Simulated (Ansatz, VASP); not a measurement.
## Ti: VASP beside Ansatz

Contents of INCAR:

```
SYSTEM = Ti
PREC = Accurate ; ENCUT = 520
EDIFF = 1E-6 ; ISMEAR = 0
SIGMA = 0.15 ; LREAL = .FALSE.
LASPH = .TRUE. ; NELM = 60
ALGO = Fast ; ISIF = 2
LWAVE = .FALSE. ; LCHARG = .FALSE.
GGA = PS ; NBANDS = 12
```

The input KPOINTS:

```
regular mesh
0
G
  26 26 26
  0 0 0
```

File POSCAR:

```
Ti
1.0
    0.0000000000      2.0786191803      1.9772231227
    2.0786191803      0.0000000000      1.9772231227
    2.0786191803      2.0786191803      0.0000000000
Ti
1
Direct
    0.0000000000      0.0000000000      0.0000000000
```

Input for Ansatz:

```yaml
crystal:
  lattice:
    - [0.0, 2.0786191803, 1.9772231227]
    - [2.0786191803, 0.0, 1.9772231227]
    - [2.0786191803, 2.0786191803, 0.0]
  atoms:
    - { symbol: Ti, position: [0.0, 0.0, 0.0] }
basis:
  ecutwfc: 420
kpoints:
  mp_grid: { grid: [26, 26, 26] }
hamiltonian:
  xc: pbesol
scf:
  occupations: { method: gaussian, width: 0.15 }
output:
  forces: true
  stress: true
  eigenvalues: true
```

Change from the starting cell: strain +0.025 along x and y, -0.025 along z, atoms carried along.

Alike in both runs: task single point; functional PBEsol; k mesh 26 × 26 × 26; occupations gaussian, width 0.15 eV; no spin polarisation.

```csv
,VASP,Ansatz
version,VASP 6.6.1,Ansatz 0.2.0
potentials or method,"VASP PAW PBE potentials, release 64 (Ti_sv), cutoff 520 eV","scalar-relativistic, plane waves, PAW"
valence electrons in the cell,12,12
```

```csv
,VASP,Ansatz,Ansatz less VASP
gap on the k mesh at the Fermi level (eV),none,none,-
pressure (GPa),-2.9,-2.6,+0.27
"traceless stress, the component that is largest in VASP (GPa)",1.11,1.11,-0.007
```

VASP's potentials were made for PBE, not for PBEsol. A gap of «none» marks a metal or a gap that the smearing closes. The functional is the same, so the differences come from potentials, cutoffs and numerics.
